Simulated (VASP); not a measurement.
# MgO (P6_3/mmc) in VASP: a series of runs

The runs below take MgO through single point, with PBE.

Everything below comes from runs of VASP 6.6.1. Logs are shortened: lines on timing, memory, paths and dates and some standing lists are left out, and cuts for length are marked.

## Step 1: The cell of the first run

It takes space group P6_3/mmc (No. 194, hexagonal). The conventional cell has a = 3.556 Å, b = 3.556 Å, c = 4.282 Å, α = 90.00°, β = 90.00°, γ = 120.00°. Within 2.7 Å of Mg (site symmetry -6m2) lie 5 O at 2.05 to 2.14 Å. O (site symmetry -6m2) has 5 Mg at 2.05 to 2.14 Å within 2.7 Å.

## Step 2: Single point, PBE

Contents of INCAR:

```
  PREC = Accurate
  ENCUT = 520
  EDIFF = 1E-6
  ISMEAR = 0
  SIGMA = 0.05
  LREAL = False
  LASPH = True
  NELM = 100
  ALGO = Normal
  ISIF = 2
  LWAVE = False
  LCHARG = False
  GGA = PE
  NBANDS = 16
```

Contents of KPOINTS:

```
regular mesh
0
Gamma
  9 9 6
```

Contents of POSCAR:

```
MgO
1.0
    3.5565000000      0.0000000000      0.0000000000
   -1.7782500000      3.0800193485      0.0000000000
    0.0000000000      0.0000000000      4.2818000000
Mg O
2 2
Direct
    0.6666666667      0.3333333333      0.7500000000
    0.3333333333      0.6666666667      0.2500000000
    0.6666666667      0.3333333333      0.2500000000
    0.3333333333      0.6666666667      0.7500000000
```

Potentials or basis: VASP PAW PBE potentials, release 64 (Mg, O).

The run is started by

```sh
$ cat potpaw_PBE.64/Mg/POTCAR potpaw_PBE.64/O/POTCAR > POTCAR
$ mpirun -np 1 vasp_std > vasp.out
```

OUTCAR:

```text
PREC = Accurate
   ENCUT = 520
   EDIFF = 1E-6
   ISMEAR = 0
   LREAL = False
   LASPH = True
   NELM = 100
   ISIF = 2
   GGA = PE

 ion  position               nearest neighbor table
   1  0.667  0.333  0.750-   4 2.05   4 2.05   4 2.05   3 2.14   3 2.14   2 2.97   2 2.97   2 2.97
                             2 2.97   2 2.97   2 2.97
   2  0.333  0.667  0.250-   3 2.05   3 2.05   3 2.05   4 2.14   4 2.14   1 2.97   1 2.97   1 2.97
                             1 2.97   1 2.97   1 2.97
   3  0.667  0.333  0.250-   2 2.05   2 2.05   2 2.05   1 2.14   1 2.14
   4  0.333  0.667  0.750-   1 2.05   1 2.05   1 2.05   2 2.14   2 2.14

  LATTYP: Found a hexagonal cell.
 ALAT       =     3.5565000000
 C/A-ratio  =     1.2039364544

  Lattice vectors:

 A1 = (   3.5565000000,   0.0000000000,   0.0000000000)
 A2 = (  -1.7782500000,   3.0800193485,   0.0000000000)
 A3 = (   0.0000000000,   0.0000000000,   4.2818000000)

Analysis of symmetry for initial positions (statically):
=====================================================================
 Subroutine PRICEL returns:
 Original cell was already a primitive cell.

 Routine SETGRP: Setting up the symmetry group for a
 hexagonal supercell.

 Subroutine GETGRP returns: Found 24 space group operations
 (whereof 12 operations were pure point group operations)
 out of a pool of 24 trial point group operations.

The static configuration has the point symmetry D_3d.
 The point group associated with its full space group is D_6h.

Analysis of symmetry for dynamics (positions and initial velocities):
=====================================================================
 Subroutine PRICEL returns:
 Original cell was already a primitive cell.

 Routine SETGRP: Setting up the symmetry group for a
 hexagonal supercell.

 Subroutine GETGRP returns: Found 24 space group operations
 (whereof 12 operations were pure point group operations)
 out of a pool of 24 trial point group operations.

The dynamic configuration has the point symmetry D_3d.
 The point group associated with its full space group is D_6h.

 Subroutine INISYM returns: Found 24 space group operations
 (whereof 12 operations are pure point group operations),
 and found     1 'primitive' translations

----------------------------------------------------------------------------------------

                                     Primitive cell

  volume of cell :      46.9032

  direct lattice vectors                    reciprocal lattice vectors
     3.556500000  0.000000000  0.000000000     0.281175313  0.162336643  0.000000000
    -1.778250000  3.080019349  0.000000000     0.000000000  0.324673285  0.000000000
     0.000000000  0.000000000  4.281800000     0.000000000  0.000000000  0.233546639

  length of vectors
     3.556500000  3.556500000  4.281800000     0.324673285  0.324673285  0.233546639

  position of ions in fractional coordinates (direct lattice)
     0.666666667  0.333333333  0.750000000
     0.333333333  0.666666667  0.250000000
     0.666666667  0.333333333  0.250000000
     0.333333333  0.666666667  0.750000000

  ion indices of the primitive-cell ions
   primitive index   ion index
                 1           1
                 2           2
                 3           3
                 4           4

----------------------------------------------------------------------------------------

 KPOINTS: regular mesh

Automatic generation of k-mesh.
 Grid dimensions read from file:
 generate k-points for:    9    9    6

 Generating k-lattice:

  Cartesian coordinates                     Fractional coordinates (reciprocal lattice)
     0.031241701  0.018037405  0.000000000     0.111111111 -0.000000000  0.000000000
     0.000000000  0.036074809  0.000000000     0.000000000  0.111111111  0.000000000
     0.000000000  0.000000000  0.038924440     0.000000000  0.000000000  0.166666667

  Length of vectors
     0.036074809  0.036074809  0.038924440

  Shift w.r.t. Gamma in fractional coordinates (k-lattice)
     0.000000000  0.000000000  0.000000000

 Subroutine IBZKPT returns following result:
 ===========================================

 Found     48 irreducible k-points:

 Following reciprocal coordinates:
            Coordinates               Weight
  0.000000  0.000000  0.000000      1.000000
  0.111111  0.000000  0.000000      6.000000
  0.222222 -0.000000  0.000000      6.000000
  0.333333  0.000000  0.000000      6.000000
  0.444444 -0.000000  0.000000      6.000000
  0.111111  0.111111  0.000000      6.000000
[... 16 lines left out ...]
  0.333333  0.222222  0.166667     24.000000
  0.333333  0.333333  0.166667      4.000000
 [... further k-points ...]
   k-points           NKPTS =     48   k-points in BZ     NKDIM =     48   number of bands    NBANDS=     16
   number of dos      NEDOS =    301   number of ions     NIONS =      4
   total plane-waves  NPLWV =  25088
   dimension x,y,z NGX =    28 NGY =   28 NGZ =   32
   dimension x,y,z NGXF=    56 NGYF=   56 NGZF=   64
   ions per type =               2   2
   NGX,Y,Z   is equivalent  to a cutoff of  13.09, 13.09, 12.42 a.u.
   NGXF,Y,Z  is equivalent  to a cutoff of  26.18, 26.18, 24.85 a.u.
 SYSTEM =  unknown system
   PREC   = accura    normal or accurate (medium, high low for compatibility)
   ISTART =      0    job   : 0-new  1-cont  2-samecut
   ICHARG =      2    charge: 1-file 2-atom 10-const
   ISPIN  =      1    spin polarized calculation?
   LNONCOLLINEAR =      F non collinear calculations
   LSORBIT =      F    spin-orbit coupling
   LASPH  =      T    aspherical Exc in radial PAW
   ENCUT  =  520.0 eV  38.22 Ry    6.18 a.u.   6.61  6.61  7.96*2*pi/ulx,y,z
   NELM   =    100;   NELMIN=  2; NELMDL= -5     # of ELM steps
   EDIFF  = 0.1E-05   stopping-criterion for ELM
   LREAL  =      F    real-space projection
   EDIFFG = 0.1E-04   stopping-criterion for IOM
   NSW    =      0    number of steps for IOM
   IBRION =     -1    ionic relax: 0-MD 1-quasi-New 2-CG
   NFREE  =      0    steps in history (QN), initial steepest desc. (CG)
   ISIF   =      2    stress and relaxation
   ISYM   =      2    0-nonsym 1-usesym 2-fastsym
   POTIM  = 0.5000    time-step for ionic-motion
   TEBEG  =    0.0;   TEEND  =   0.0 temperature during run
   PSTRESS=    0.0 pullay stress
   NELECT =      16.0000    total number of electrons
   NUPDOWN=      -1.0000    fix difference up-down
   EMIN   =  10.00;   EMAX   =-10.00  energy-range for DOS
   EFERMI =   0.00;   METHOD = LEGACY
   ISMEAR =     0;   SIGMA  =   0.05  broadening in eV -4-tet -1-fermi 0-gaus
   EFERMI_NEDOS =   21; number of points for ismear=-14 and -15
   IALGO  =     38    algorithm
   IMIX   =      4    mixing-type and parameters
     AMIX     =   0.40;   BMIX     =  1.00
     AMIX_MAG =   1.60;   BMIX_MAG =  1.00
  volume/ion in A,a.u.               =      11.73        79.13
  Fermi-wavevector in a.u.,A,eV,Ry     =   1.143880  2.161620 17.802711  1.308462
  Thomas-Fermi vector in A             =   2.280574
   LORBIT       =      0    0 simple, 1 ext, 2 COOP (PROOUT), +10 PAW based schemes
   GGA     = PE    functional components
   LHFCALC =     F    Hartree Fock is set to
   AEXX    =    0.0000 exact exchange contribution
   IVDW    =     0    specifies the selected vdW correction
   LEPSILON=     F    determine dielectric tensor
   LRPA    =     F    only Hartree local field effects (RPA)
 non-spin polarized calculation
 Gauss-broadening in eV      SIGMA  =   0.05
  energy-cutoff  :      520.00
  volume of cell :       46.90
 maximum number of plane-waves:      1288
 NGX is ok and might be reduce to    28

 number of electron      15.9999990 magnetization

 Free energy of the ion-electron system (eV)
  ---------------------------------------------------
  ext. energy  EPLUGINS =         0.00000000
  ---------------------------------------------------
  free energy    TOTEN  =       -23.65620858 eV

  energy without entropy =      -23.65620858  energy(sigma->0) =      -23.65620858

 E-fermi :   1.8021     XC(G=0):  -9.7940

 val. band max:        1.6048678398   @ k =   0.0000   0.0000   0.0000
 cond. band min:       4.7130916144   @ k =   0.0000   0.0000   0.0000
 fundamental gap:      3.1082237745
 Fermi energy:         1.8021300334

 k-point     1 :       0.0000    0.0000    0.0000
  band No.  band energies     occupation
      1     -15.0633      2.00000
      2     -13.8301      2.00000
      3      -1.8256      2.00000
      4      -0.0101      2.00000
      5      -0.0101      2.00000
      6       0.8678      2.00000
[... 8 lines left out ...]
     15      16.5959      0.00000
     16      16.8704      0.00000

 k-point     2 :       0.1111    0.0000    0.0000
  band No.  band energies     occupation
      1     -15.0092      2.00000
      2     -13.8395      2.00000
      3      -1.7336      2.00000
      4      -0.1963      2.00000
      5      -0.1004      2.00000
      6       0.5700      2.00000
[... 8 lines left out ...]
     15      16.3016      0.00000
     16      16.3377      0.00000

 k-point     3 :       0.2222   -0.0000    0.0000
  band No.  band energies     occupation
      1     -14.8607      2.00000
      2     -13.8735      2.00000
      3      -1.4702      2.00000
      4      -0.7420      2.00000
      5      -0.2908      2.00000
      6       0.1474      2.00000
[... 8 lines left out ...]
     15      15.4076      0.00000
     16      15.7786      0.00000

 k-point     4 :       0.3333    0.0000    0.0000
  band No.  band energies     occupation
      1     -14.6582      2.00000
      2     -13.9436      2.00000
      3      -1.3441      2.00000
      4      -1.0804      2.00000
      5      -0.4698      2.00000
      6      -0.1251      2.00000
[... 8 lines left out ...]
     15      15.1813      0.00000
     16      15.6502      0.00000
[... 324 lines left out ...]
 k-point    22 :       0.2222    0.2222    0.1667
  band No.  band energies     occupation
      1     -14.5032      2.00000
      2     -14.0181      2.00000
      3      -1.4432      2.00000
      4      -1.4067      2.00000
      5      -0.4137      2.00000
      6      -0.0634      2.00000
[... 8 lines left out ...]
     15      15.3653      0.00000
     16      16.6566      0.00000

 k-point    23 :       0.3333    0.2222    0.1667
  band No.  band energies     occupation
      1     -14.3455      2.00000
      2     -14.1037      2.00000
      3      -1.6996      2.00000
      4      -1.1654      2.00000
      5      -0.7841      2.00000
      6       0.1736      2.00000
[... 8 lines left out ...]
     15      15.2813      0.00000
     16      16.6954      0.00000

 k-point    24 :       0.3333    0.3333    0.1667
  band No.  band energies     occupation
      1     -14.2122      2.00000
      2     -14.2122      2.00000
      3      -1.6590      2.00000
      4      -1.0602      2.00000
      5      -1.0602      2.00000
      6       0.4967      2.00000
[... 8 lines left out ...]
     15      15.2731      0.00000
     16      17.4311      0.00000

 [... further k-points ...]
[... 5 lines left out ...]
  --------------------------------------------------------------------------------------
  -------------------------------------------------------------------------------------
  Total       -1.1548864     -1.1548864     -1.2504913      0.0000000      0.0000000      0.0000000
  in kB      -39.4500201    -39.4500201    -42.7158091      0.0000000      0.0000000      0.0000000
  external PRESSURE =     -40.5386164 kB  Pullay stress =       0.0000000 kB

 VOLUME and BASIS-vectors are now :
 -----------------------------------------------------------------------------
  energy-cutoff  :      520.00
  volume of cell :       46.90
      direct lattice vectors                 reciprocal lattice vectors
     3.556500000  0.000000000  0.000000000     0.281175313  0.162336643  0.000000000
    -1.778250000  3.080019349  0.000000000     0.000000000  0.324673285  0.000000000
     0.000000000  0.000000000  4.281800000     0.000000000  0.000000000  0.233546639

 POSITION                                       TOTAL-FORCE (eV/Angst)
 -----------------------------------------------------------------------------------
      1.77825      1.02667      3.21135        -0.000000      0.000000     -0.000000
     -0.00000      2.05335      1.07045         0.000000     -0.000000     -0.000000
      1.77825      1.02667      1.07045        -0.000000     -0.000000      0.000000
     -0.00000      2.05335      3.21135         0.000000     -0.000000      0.000000
 -----------------------------------------------------------------------------------
    total drift:                               -0.000000      0.000000     -0.000000

  FREE ENERGIE OF THE ION-ELECTRON SYSTEM (eV)
  ---------------------------------------------------
  free  energy   TOTEN  =       -23.6562085777 eV

  energy  without entropy=      -23.6562085777  energy(sigma->0) =      -23.65620858
```

It took 30 s on 1 thread of AMD EPYC 9R45 (Zen 5), shared host; peak memory 0.15 GiB.

Results:

```yaml
Free_energy: -23.6562 eV
Pressure: -4.1 GPa
Band_gap_on_the_k_mesh: 3.11 eV, direct
```

Stress tensor (GPa, compression positive):
```
-3.95  0.00  0.00
 0.00 -3.95  0.00
 0.00  0.00 -4.27
```

Levels at points of the mesh, in eV from the valence-band top:
```csv
k point,band 5,band 6,band 7,band 8,band 9,band 10,band 11,band 12
"(0.00, 0.00, 0.00)",-1.61,-0.74,-0.74,0.00,3.11,8.94,11.70,12.13
"(0.00, 0.00, 0.50)",-1.19,-1.19,-1.19,-1.19,6.11,6.11,12.49,12.49
```

## Step 3: Single point, PBE

This run uses another cell than the first one, of the same volume but with other edges.

Contents of INCAR:

```
SYSTEM = MgO
PREC     = Accurate       ! precision mode
ENCUT    = 520            ! plane-wave cutoff, eV
EDIFF    = 1E-6           ! SCF threshold, eV
ISMEAR   = 0              ! smearing method
SIGMA    = 0.05           ! smearing width, eV
LREAL    = .FALSE.        ! projectors in reciprocal space
LASPH    = .TRUE.         ! aspherical terms in the spheres
NELM     = 100            ! most SCF steps
ALGO     = Normal         ! electronic algorithm
ISIF     = 2              ! what is computed and relaxed
LWAVE    = .FALSE.        ! write WAVECAR
LCHARG   = .FALSE.        ! write CHGCAR
GGA      = PE             ! functional
NBANDS   = 16             ! bands
```

Contents of KPOINTS:

```
Automatic mesh
0
G
  9 9 6
  0 0 0
```

Contents of POSCAR:

```
MgO
1.0
    3.4861000000      0.0000000000      0.0000000000
   -1.7430500000      3.0190511601      0.0000000000
    0.0000000000      0.0000000000      4.4514000000
Mg O
2 2
Direct
    0.6666666667      0.3333333333      0.7500000000
    0.3333333333      0.6666666667      0.2500000000
    0.6666666667      0.3333333333      0.2500000000
    0.3333333333      0.6666666667      0.7500000000
```

Potentials or basis: VASP PAW PBE potentials, release 64 (Mg, O).

The run is started by

```sh
$ cat potpaw_PBE.64/Mg/POTCAR potpaw_PBE.64/O/POTCAR > POTCAR
$ mpirun -np 1 vasp_std > vasp.out
```

Wall time 28 s (1 thread of AMD EPYC 9R45 (Zen 5), shared host); peak memory 0.14 GiB.

It converged, with:

```
Free energy            : -23.6138 eV
Pressure               : -3.4 GPa
Band gap on the k mesh : 3.03 eV, direct
```

Stress tensor (GPa, compression positive):
```
-1.00  0.00  0.00
 0.00 -1.00  0.00
 0.00  0.00 -8.07
```

Levels at points of the mesh, in eV from the valence-band top:
| k point | band 5 | band 6 | band 7 | band 8 | band 9 | band 10 | band 11 | band 12 |
| --- | --- | --- | --- | --- | --- | --- | --- | --- |
| (0.00, 0.00, 0.00) | -1.61 | -0.88 | -0.88 | 0.00 | 3.03 | 8.72 | 11.13 | 12.47 |
| (0.00, 0.00, 0.50) | -1.26 | -1.26 | -1.26 | -1.26 | 5.98 | 5.98 | 12.84 | 12.84 |

Expect the measured gap to be larger: semilocal functionals such as PBE lack the derivative discontinuity.

## Step 4: Single point, PBE

This run uses another cell than the first one, of the same volume but with other edges.

Contents of INCAR:

```
SYSTEM = MgO
ALGO = Normal
EDIFF = 1E-7
ENCUT = 520
GGA = PE
ISIF = 2
ISMEAR = 0
LASPH = .TRUE.
LCHARG = .FALSE.
LREAL = .FALSE.
LWAVE = .FALSE.
NBANDS = 16
NELM = 80
PREC = Accurate
SIGMA = 0.05
```

Contents of KPOINTS:

```
k-points
0
G
  9 9 6
  0 0 0
```

Contents of POSCAR:

```
MgO
1.0
    3.6270000000      0.0000000000      0.0000000000
   -1.8135000000      3.1410741395      0.0000000000
    0.0000000000      0.0000000000      4.1122000000
Mg O
2 2
Direct
    0.6666666667      0.3333333333      0.7500000000
    0.3333333333      0.6666666667      0.2500000000
    0.6666666667      0.3333333333      0.2500000000
    0.3333333333      0.6666666667      0.7500000000
```

The run is started by

```sh
$ cat potpaw_PBE.64/Mg/POTCAR potpaw_PBE.64/O/POTCAR > POTCAR
$ mpirun -np 1 vasp_std > vasp.out
```

Run time: 25 s. Hardware: 1 thread of AMD EPYC 9R45 (Zen 5), shared host; peak memory 0.14 GiB.

Results (log left out):

- Free energy: -23.6120 eV
- Pressure: -2.8 GPa
- Band gap on the k mesh: 3.21 eV, direct

Stress tensor (GPa, compression positive):
```
-5.66  0.00  0.00
 0.00 -5.66  0.00
 0.00  0.00  2.86
```

Levels at points of the mesh, in eV from the valence-band top:
```tsv
k point	band 5	band 6	band 7	band 8	band 9	band 10	band 11	band 12
(0.00, 0.00, 0.00)	-1.61	-0.57	-0.57	0.00	3.21	9.29	11.88	11.88
(0.00, 0.00, 0.50)	-1.11	-1.11	-1.11	-1.11	6.28	6.28	12.23	12.23
```

## Step 5: Single point, PBE

Contents of INCAR:

```
SYSTEM = MgO
PREC = Accurate
ENCUT = 520
EDIFF = 1E-6
ISMEAR = 0
SIGMA = 0.05
LREAL = .False.
LASPH = .True.
NELM = 60
ALGO = Normal
ISIF = 2
LWAVE = .False.
LCHARG = .False.
GGA = PE
NBANDS = 16
```

Contents of KPOINTS:

```
regular mesh
0
Gamma
  9 9 6
  0 0 0
```

Contents of POSCAR:

```
MgO
1.0
    3.5213164829      0.0000000000      0.0000000000
   -1.7606582415      3.0495495290      0.0000000000
    0.0000000000      0.0000000000      4.3666000000
Mg O
2 2
Direct
    0.6666666667      0.3333333333      0.7500000000
    0.3333333333      0.6666666667      0.2500000000
    0.6666666667      0.3333333333      0.2500000000
    0.3333333333      0.6666666667      0.7500000000
```

The run is started by

```sh
$ cat potpaw_PBE.64/Mg/POTCAR potpaw_PBE.64/O/POTCAR > POTCAR
$ mpirun -np 1 vasp_std > vasp.out
```

It took 23 s on 1 thread of AMD EPYC 9R45 (Zen 5), shared host; peak memory 0.15 GiB.

The run converged. Its results:

- Free energy: -23.6443 eV
- Pressure: -3.9 GPa
- Band gap on the k mesh: 3.07 eV, direct

Stress tensor (GPa, compression positive):
```
-2.64  0.00  0.00
 0.00 -2.64  0.00
 0.00  0.00 -6.51
```

Levels at points of the mesh, in eV from the valence-band top:
```
           k point  band 6  band 7  band 8  band 9  band 10  band 11
(0.00, 0.00, 0.00)   -0.81   -0.81    0.00    3.07     8.82    11.40
(0.00, 0.00, 0.50)   -1.23   -1.23   -1.23    6.04     6.04    12.65
```

## Step 6: Summary

```csv
cell,gap on the mesh (eV),pressure (GPa)
"a = 3.557, b = 3.556, c = 4.282 Å, angles 90.0, 90.0, 120.0°, 4 atoms",3.11,-4.1
"a = 3.486, b = 3.486, c = 4.451 Å, angles 90.0, 90.0, 120.0°, 4 atoms",3.03,-3.4
"a = 3.627, b = 3.627, c = 4.112 Å, angles 90.0, 90.0, 120.0°, 4 atoms",3.21,-2.8
"a = 3.521, b = 3.521, c = 4.367 Å, angles 90.0, 90.0, 120.0°, 4 atoms",3.07,-3.9
```

Alike in all rows: task single point; level PBE; potentials or basis VASP PAW PBE potentials, release 64 (Mg, O); no spin polarisation; k mesh 9 × 9 × 6; cutoff (eV) 520; smearing gaussian 0.05 eV.

Total energies depend on the potentials used, so only differences within one code and one set of settings carry meaning.
